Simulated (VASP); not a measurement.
# Al3GaAs4 (P-4m2) in VASP: notebook, part 2 of 2

VASP 6.6.1. The steps go on from the part before.

## Step 4: Relaxation of cell and atoms, PBE

Contents of INCAR:

```
SYSTEM = Al3GaAs4
PREC     = Accurate       ! precision mode
ENCUT    = 600            ! plane-wave cutoff, eV
EDIFF    = 1E-6           ! SCF threshold, eV
ISMEAR   = 0              ! smearing method
SIGMA    = 0.1            ! smearing width, eV
LREAL    = .False.        ! projectors in reciprocal space
LASPH    = .True.         ! aspherical terms in the spheres
NELM     = 100            ! most SCF steps
ALGO     = Normal         ! electronic algorithm
ISIF     = 3              ! what is computed and relaxed
LWAVE    = .False.        ! write WAVECAR
LCHARG   = .False.        ! write CHGCAR
GGA      = PE             ! functional
IBRION   = 2              ! ionic algorithm
NSW      = 90             ! ionic steps
EDIFFG   = -0.04          ! ionic threshold
```

Contents of KPOINTS:

```
regular mesh
0
Gamma
  4 4 2
  0 0 0
```

Contents of POSCAR:

```
Al3GaAs4
1.0
    3.8458615300      0.0000000000      0.0000000000
    0.0000000000      3.8458615300      0.0000000000
    0.0000000000      0.0000000000     10.8777390600
Al Ga As
3 1 4
Direct
    0.0000000000      0.0000000000      0.7500000000
    0.0000000000      0.0000000000      0.2500000000
    0.5000000000      0.5000000000      0.5000000000
    0.5000000000      0.5000000000      0.0000000000
    0.5000000000      0.0000000000      0.8750000000
    0.0000000000      0.5000000000      0.1250000000
    0.5000000000      0.0000000000      0.3750000000
    0.0000000000      0.5000000000      0.6250000000
```

Potentials or basis: VASP PAW PBE potentials, release 64 (Al, Ga_d, As).

Started as:

```sh
> cat potpaw_PBE.64/Al/POTCAR potpaw_PBE.64/Ga_d/POTCAR potpaw_PBE.64/As/POTCAR > POTCAR
> mpirun -np 1 vasp_std > vasp.out
```

OUTCAR:

```text
SYSTEM = Al3GaAs4
   PREC = Accurate
   ENCUT = 600
   EDIFF = 1E-6
   ISMEAR = 0
   LREAL = .False.
   LASPH = .True.
   NELM = 100
   ISIF = 3
   GGA = PE
   IBRION = 2
   NSW = 90
   EDIFFG = -0.04

 ion  position               nearest neighbor table
   1  0.000  0.000  0.750-   5 2.36   8 2.36   8 2.36   5 2.36
   2  0.000  0.000  0.250-   6 2.36   7 2.36   6 2.36   7 2.36
   3  0.500  0.500  0.500-   7 2.36   8 2.36   7 2.36   8 2.36
   4  0.500  0.500  0.000-   5 2.36   6 2.36   5 2.36   6 2.36
   5  0.500  0.000  0.875-   1 2.36   4 2.36   4 2.36   1 2.36
   6  0.000  0.500  0.125-   2 2.36   4 2.36   2 2.36   4 2.36
   7  0.500  0.000  0.375-   2 2.36   3 2.36   3 2.36   2 2.36
   8  0.000  0.500  0.625-   1 2.36   3 2.36   1 2.36   3 2.36

  LATTYP: Found a simple tetragonal cell.
 ALAT       =     3.8458615300
 C/A-ratio  =     2.8284271223

  Lattice vectors:

 A1 = (   3.8458615300,   0.0000000000,   0.0000000000)
 A2 = (   0.0000000000,   3.8458615300,   0.0000000000)
 A3 = (   0.0000000000,   0.0000000000,  10.8777390600)

Analysis of symmetry for initial positions (statically):
=====================================================================
 Subroutine PRICEL returns:
 Original cell was already a primitive cell.

 Routine SETGRP: Setting up the symmetry group for a
 simple tetragonal supercell.

 Subroutine GETGRP returns: Found  8 space group operations
 (whereof  8 operations were pure point group operations)
 out of a pool of 16 trial point group operations.

The static configuration has the point symmetry D_2d.

Analysis of symmetry for dynamics (positions and initial velocities):
=====================================================================
 Subroutine PRICEL returns:
 Original cell was already a primitive cell.

 Routine SETGRP: Setting up the symmetry group for a
 simple tetragonal supercell.

 Subroutine GETGRP returns: Found  8 space group operations
 (whereof  8 operations were pure point group operations)
 out of a pool of 16 trial point group operations.

The dynamic configuration has the point symmetry D_2d.

 Subroutine INISYM returns: Found  8 space group operations
 (whereof  8 operations are pure point group operations),
 and found     1 'primitive' translations

[... 102 lines left out ...]
   TEBEG  =    0.0;   TEEND  =   0.0 temperature during run
   PSTRESS=    0.0 pullay stress
   NELECT =      42.0000    total number of electrons
   NUPDOWN=      -1.0000    fix difference up-down
   EMIN   =  10.00;   EMAX   =-10.00  energy-range for DOS
   EFERMI =   0.00;   METHOD = LEGACY
   ISMEAR =     0;   SIGMA  =   0.10  broadening in eV -4-tet -1-fermi 0-gaus
   EFERMI_NEDOS =   21; number of points for ismear=-14 and -15
   IALGO  =     38    algorithm
   IMIX   =      4    mixing-type and parameters
     AMIX     =   0.40;   BMIX     =  1.00
     AMIX_MAG =   1.60;   BMIX_MAG =  1.00
  volume/ion in A,a.u.               =      20.11       135.72
  Fermi-wavevector in a.u.,A,eV,Ry     =   1.046283  1.977189 14.894416  1.094709
  Thomas-Fermi vector in A             =   2.181115
   LORBIT       =      0    0 simple, 1 ext, 2 COOP (PROOUT), +10 PAW based schemes
   GGA     = PE    functional components
   LHFCALC =     F    Hartree Fock is set to
   AEXX    =    0.0000 exact exchange contribution
   IVDW    =     0    specifies the selected vdW correction
   LEPSILON=     F    determine dielectric tensor
   LRPA    =     F    only Hartree local field effects (RPA)
 conjugate gradient relaxation of ions
 non-spin polarized calculation
 Gauss-broadening in eV      SIGMA  =   0.10
  energy-cutoff  :      600.00
  volume of cell :      160.89
 maximum number of plane-waves:      5390
 NGX is ok and might be reduce to    32
   NGX = 15   NGY = 15   NGZ = 43

--------------------------------------- Ionic step        1  -------------------------------------------

 number of electron      42.0000016 magnetization

 Free energy of the ion-electron system (eV)
  ---------------------------------------------------
  ext. energy  EPLUGINS =         0.00000000
  ---------------------------------------------------
  free energy    TOTEN  =       -35.10123972 eV

  energy without entropy =      -35.10123972  energy(sigma->0) =      -35.10123972

 E-fermi :   5.5212     XC(G=0):  -9.6617

 val. band max:        5.0259543776   @ k =   0.0000   0.0000   0.0000
 cond. band min:       6.1953633302   @ k =   0.5000   0.5000   0.0000
 fundamental gap:      1.1694089525
 Fermi energy:         5.5211616450

 k-point     1 :       0.0000    0.0000    0.0000
  band No.  band energies     occupation
      1      -9.7567      2.00000
      2      -9.6404      2.00000
      3      -9.6404      2.00000
      4      -9.5869      2.00000
      5      -9.5480      2.00000
      6      -7.8578      2.00000
[... 504 lines left out ...]
--------------------------------------- Ionic step        5  -------------------------------------------

 number of electron      42.0000017 magnetization

 Free energy of the ion-electron system (eV)
  ---------------------------------------------------
  ext. energy  EPLUGINS =         0.00000000
  ---------------------------------------------------
  free energy    TOTEN  =       -36.25623665 eV

  energy without entropy =      -36.25623665  energy(sigma->0) =      -36.25623665

 E-fermi :   4.0087     XC(G=0):  -9.0018

 val. band max:        3.5810125476   @ k =   0.0000   0.0000   0.0000
 cond. band min:       4.7908698974   @ k =   0.0000   0.0000   0.0000
 fundamental gap:      1.2098573499
 Fermi energy:         4.0087062262

 k-point     1 :       0.0000    0.0000    0.0000
  band No.  band energies     occupation
      1     -10.9452      2.00000
      2     -10.8854      2.00000
      3     -10.8854      2.00000
      4     -10.8512      2.00000
      5     -10.8260      2.00000
      6      -8.2931      2.00000
[... 372 lines left out ...]
  FREE ENERGIE OF THE ION-ELECTRON SYSTEM (eV)
  ---------------------------------------------------
  free  energy   TOTEN  =       -36.2562366543 eV

  energy  without entropy=      -36.2562366542  energy(sigma->0) =      -36.25623665

 reached required accuracy - stopping structural energy minimisation
```

CONTCAR:

```text
Al3GaAs4
   1.00000000000000
     4.0784260661102500    0.0000000000000000    0.0000000000000000
     0.0000000000000000    4.0784260661102500   -0.0000000000000000
     0.0000000000000000    0.0000000000000000   11.3640233829195729
  Al              Ga              As
     3     1     4
Direct
     0.0000000000000000    0.0000000000000000    0.7500992170035835
     0.0000000000000000    0.0000000000000000    0.2499007829964165
     0.5000000000000000    0.5000000000000000    0.5000000000000000
     0.5000000000000000    0.5000000000000000    0.0000000000000000
     0.5000000000000000    0.0000000000000000    0.8739477921713691
     1.0000000000000000    0.5000000000000000    0.1260522078286311
     0.5000000000000000    0.0000000000000000    0.3749095875282151
     0.0000000000000000    0.5000000000000000    0.6250904124717849

  0.00000000E+00  0.00000000E+00  0.00000000E+00
  0.00000000E+00  0.00000000E+00  0.00000000E+00
  0.00000000E+00  0.00000000E+00  0.00000000E+00
  0.00000000E+00  0.00000000E+00  0.00000000E+00
  0.00000000E+00  0.00000000E+00  0.00000000E+00
  0.00000000E+00  0.00000000E+00  0.00000000E+00
  0.00000000E+00  0.00000000E+00  0.00000000E+00
  0.00000000E+00  0.00000000E+00  0.00000000E+00
```

Wall time 1.9 min (1 thread of Intel Xeon 6975P-C (Granite Rapids), shared host); peak memory 0.33 GiB.

Results:

```
Free energy                           : -36.2562 eV
Relaxed volume                        : 23.63 Å³/atom
Relaxed cell                          : a = 4.078 Å, b = 4.078 Å, c = 11.364 Å, α = 90.00°, β = 90.00°, γ = 90.00°
Space group after relaxing (to 0.1 Å) : P-4m2 (No. 115)
Energy gained by relaxing             : 144.4 meV/atom
Ionic steps                           : 5
Pressure after relaxing               : 0.0 GPa
Largest force after relaxing          : 0.040 eV/Å
Band gap on the k mesh                : 1.21 eV
```

Forces on the atoms (eV/Å):
```
Al   0.000  0.000 -0.040
Al   0.000  0.000  0.040
Al   0.000  0.000  0.000
Ga   0.000  0.000  0.000
As   0.000  0.000  0.015
As   0.000  0.000 -0.015
As   0.000  0.000  0.002
As   0.000  0.000 -0.002
```

The path:
| step | energy change (eV) | largest force (eV/Å) | pressure (GPa) | volume (Å³) |
| --- | --- | --- | --- | --- |
| 1 | 0.0000 | 0.1206 | 15.09 | 160.89 |
| 2 | -0.7872 | 0.0705 | -5.31 | 209.13 |
| 3 | -1.1517 | 0.0701 | -0.01 | 189.08 |
| 4 | -1.1537 | 0.0372 | -0.01 | 189.06 |
| 5 | -1.1550 | 0.0398 | 0.00 | 189.02 |

Final structure:
```xyz
8
Lattice="4.0784 0.0000 0.0000 0.0000 4.0784 0.0000 0.0000 0.0000 11.3640" Properties=species:S:1:pos:R:3 pbc="T T T"
Al    0.0000    0.0000    8.5241
Al    0.0000    0.0000    2.8399
Al    2.0392    2.0392    5.6820
Ga    2.0392    2.0392    0.0000
As    2.0392    0.0000    9.9316
As    4.0784    2.0392    1.4325
As    2.0392    0.0000    4.2605
As    0.0000    2.0392    7.1035
```

Levels at points of the mesh, in eV from the valence-band top:
```tsv
k point	band 19	band 20	band 21	band 22	band 23	band 24
(0.00, 0.00, 0.00)	-0.05	-0.05	0.00	1.21	1.44	2.04
(0.50, 0.00, 0.00)	-0.88	-0.86	-0.82	1.39	1.91	3.03
(0.50, 0.50, 0.00)	-2.19	-2.19	-2.18	1.49	1.49	1.87
(0.00, 0.00, 0.50)	-0.65	-0.49	-0.49	1.50	1.77	2.30
(0.50, 0.00, 0.50)	-1.03	-1.01	-0.89	2.15	2.69	2.71
(0.50, 0.50, 0.50)	-2.56	-2.55	-2.55	2.43	2.43	2.68
```

Caveat: the volume moved by over 15 % at a fixed basis, so the end points are rough.

## Step 5: Single point, PBE

This run uses another cell than the first one, of 23.55 Å³/atom.

Contents of INCAR:

```
PREC = Accurate
ENCUT = 520
EDIFF = 1E-7
ISMEAR = 0
SIGMA = 0.02
LREAL = F
LASPH = T
NELM = 60
ALGO = Normal
ISIF = 2
LWAVE = F
LCHARG = F
GGA = PE
NBANDS = 31
```

Contents of KPOINTS:

```
regular mesh
0
Gamma
  8 8 4
```

Contents of POSCAR:

```
Al3GaAs4
1.0
    4.0554812284      0.0000000000      0.0000000000
    0.0000000000      4.0554812284      0.0000000000
    0.0000000000      0.0000000000     11.4558318010
Al Ga As
3 1 4
Direct
    0.0000000000      0.0000000000      0.7497626618
    0.0000000000      0.0000000000      0.2502373382
    0.5000000000      0.5000000000      0.5000000000
    0.5000000000      0.5000000000      0.0000000000
    0.5000000000      0.0000000000      0.8741314382
    0.0000000000      0.5000000000      0.1258685618
    0.5000000000      0.0000000000      0.3751053128
    0.0000000000      0.5000000000      0.6248946872
```

Started as:

```sh
> cat potpaw_PBE.64/Al/POTCAR potpaw_PBE.64/Ga_d/POTCAR potpaw_PBE.64/As/POTCAR > POTCAR
> mpirun -np 1 vasp_std > vasp.out
```

Wall time 3 min (1 thread of Intel Xeon 6975P-C (Granite Rapids), shared host); peak memory 0.43 GiB.

The run converged. Its results:

| Property | Result |
| --- | --- |
| Free energy | -36.4259 eV |
| Pressure | 0.2 GPa |
| Largest force | 0.004 eV/Å |
| Band gap on the k mesh | 1.27 eV |

Forces on the atoms (eV/Å):
```
Al   0.000  0.000  0.000
Al   0.000  0.000  0.000
Al   0.000  0.000  0.000
Ga   0.000  0.000  0.000
As   0.000  0.000 -0.004
As   0.000  0.000  0.004
As   0.000  0.000  0.000
As   0.000  0.000  0.000
```

Levels at points of the mesh, in eV from the valence-band top:
```
           k point  band 19  band 20  band 21  band 22  band 23  band 24
(0.00, 0.00, 0.00)    -0.01     0.00     0.00     1.27     1.51     2.15
(0.50, 0.00, 0.00)    -0.89    -0.85    -0.80     1.44     1.96     3.13
(0.50, 0.50, 0.00)    -2.20    -2.20    -2.20     1.50     1.50     1.87
(0.00, 0.00, 0.50)    -0.60    -0.43    -0.43     1.59     1.86     2.36
(0.50, 0.00, 0.50)    -0.96    -0.92    -0.81     2.21     2.77     2.78
(0.50, 0.50, 0.50)    -2.55    -2.54    -2.54     2.41     2.41     2.67
```

A k mesh can miss the band edges.

## Step 6: The runs side by side

```csv
task,cell,k mesh,cutoff (eV),smearing,gap on the mesh (eV),pressure (GPa),largest force (eV/Å)
single point,"a = 3.846, b = 3.846, c = 10.878 Å, 8 atoms",4 × 4 × 2,520,gaussian 0.1 eV,1.17,15.1,0.12
single point,"a = 4.074, b = 4.074, c = 11.341 Å, 8 atoms",4 × 4 × 2,520,gaussian 0.1 eV,1.23,0.3,0.01
relaxation of cell and atoms,"relaxed from a = 3.846, b = 3.846, c = 10.878 Å, 8 atoms",4 × 4 × 2,600,gaussian 0.1 eV,1.21,0.0,0.04
single point,"a = 4.055, b = 4.055, c = 11.456 Å, 8 atoms",8 × 8 × 4,520,gaussian 0.02 eV,1.27,0.2,-
```

Alike in all rows: level PBE; potentials or basis VASP PAW PBE potentials, release 64 (Al, Ga_d, As); no spin polarisation.

Caveats: the cell stands under pressure (at least some runs); the volume moved by over 15 % at a fixed basis, so the end points are rough (at least some runs).

Total energies depend on the potentials used, so only differences within one code and one set of settings carry meaning.
